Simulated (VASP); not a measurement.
ZnSe: single point with r2SCAN

ZnSe:

```
Se Zn
1.0
     0.00000    2.88938    2.88938
     2.88938    0.00000    2.88938
     2.88938    2.88938    0.00000
Se Zn
1 1
Cartesian
  4.3341 4.3341 4.3341
  0.0000 0.0000 0.0000
```

| Property | Result |
| --- | --- |
| Program | VASP 6.6.1 |
| Task | single point |
| Functional | r2SCAN |
| Potentials or basis | VASP PAW PBE potentials, release 64 (Se, Zn) |
| Cutoff | 520 eV |
| k mesh | 8 × 8 × 8 |
| Occupations | fermi-dirac, width 0.05 eV |
| Spin | no spin polarisation |

The pressure is -3.3 GPa and the band gap on the k mesh is 1.62 eV.

Levels at points of the mesh, in eV from the valence-band top:
| k point | band 6 | band 7 | band 8 | band 9 | band 10 | band 11 | band 12 | band 13 |
| --- | --- | --- | --- | --- | --- | --- | --- | --- |
| (0.00, 0.00, 0.00) | -6.15 | 0.00 | 0.00 | 0.00 | 1.62 | 6.33 | 6.33 | 6.33 |
| (0.50, 0.00, 0.00) | -6.02 | -4.93 | -0.80 | -0.80 | 2.94 | 6.87 | 6.87 | 8.88 |
| (0.50, 0.50, 0.00) | -5.99 | -4.53 | -2.02 | -2.02 | 3.46 | 3.86 | 11.06 | 11.65 |

It took 110 s on 1 thread of Intel(R) Xeon(R) Platinum 8259CL CPU @ 2.50GHz (Skylake/Cascade Lake), on a shared host, peak memory 0.18 GiB.

Caveat: the cell stands under tension; the PAW data sets were made with another functional, which shifts forces and pressure a little. r2SCAN opens gaps a little over a GGA but as a rule still falls short of measured ones.
